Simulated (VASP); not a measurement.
A run of VASP 6.6.1:

INCAR

```
SYSTEM = TiAl
ALGO = Fast ; EDIFF = 1E-7
ENCUT = 520 ; GGA = PS
ISIF = 2 ; ISMEAR = 0
LASPH = .TRUE. ; LCHARG = .FALSE.
LREAL = .FALSE. ; LWAVE = .FALSE.
NBANDS = 14 ; NELM = 100
PREC = Accurate ; SIGMA = 0.15
```

File KPOINTS:

```
k-points
0
G
  18 18 10
  0 0 0
```

The input POSCAR:

```
TiAl
1.0
    2.8672622327      0.0000000000      0.0000000000
   -1.4336311163      2.4831219328      0.0000000000
    0.0000000000      0.0000000000      4.6780830000
Ti Al
1 1
Direct
    0.0000000000      0.0000000000      0.0320644161
    0.3333333333      0.6666666667      0.5000000000
```

Potentials or basis: VASP PAW PBE potentials, release 64 (Ti_sv, Al).

Launch:

```sh
$ cat potpaw_PBE.64/Ti_sv/POTCAR potpaw_PBE.64/Al/POTCAR > POTCAR
$ mpirun -np 1 vasp_std > vasp.out
```

Hardware: 1 thread of AMD EPYC 9R45 96-Core Processor (Zen 5), on a shared host.

Question: Estimate the wall time of this run.

Answer: Wall time 4.7 min on 1 thread of AMD EPYC 9R45 96-Core Processor (Zen 5) (shared host), peak memory 0.25 GiB. Counts: scf iterations 36, k points 330.
